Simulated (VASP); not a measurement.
# BaO: single point with HSE06

Crystal: BaO.

```
Ba O
1.0
     0.00000    2.77194    2.77194
     2.77194    0.00000    2.77194
     2.77194    2.77194    0.00000
Ba O
1 1
Direct
  0.00000 0.00000 0.00000
  0.50000 0.50000 0.50000
```

| Item | Value |
| --- | --- |
| Program | VASP 6.6.1 |
| Task | single point |
| Functional | HSE06 |
| Potentials or basis | VASP PAW PBE potentials, release 64 (Ba_sv, O) |
| Cutoff | 520 eV |
| k mesh | 6 × 6 × 6 |
| Occupations | gaussian, width 0.01 eV |
| Spin | no spin polarisation |

The pressure is 1.1 GPa. The band gap on the k mesh is 3.26 eV.

Levels at points of the mesh, in eV from the valence-band top:
| k point | band 4 | band 5 | band 6 | band 7 | band 8 | band 9 | band 10 | band 11 | band 12 | band 13 |
| --- | --- | --- | --- | --- | --- | --- | --- | --- | --- | --- |
| (0.00, 0.00, 0.00) | -10.83 | -10.83 | -0.39 | -0.39 | -0.39 | 4.86 | 6.11 | 6.11 | 6.11 | 8.44 |
| (0.50, 0.00, 0.00) | -10.94 | -10.94 | -2.08 | -1.58 | -1.58 | 6.36 | 8.74 | 8.74 | 9.57 | 12.27 |
| (0.50, 0.50, 0.00) | -11.45 | -11.45 | -0.18 | -0.18 | 0.00 | 3.26 | 7.46 | 10.49 | 10.95 | 11.42 |

It took 20 min on 1 thread of Intel(R) Xeon(R) Platinum 8488C (Sapphire Rapids), on a shared host, peak memory 0.29 GiB.

Caveat: the PAW data sets were made with another functional, which shifts forces and pressure a little; spin-orbit coupling is left out, which moves the levels of the heavy elements. A k mesh can miss the band edges.
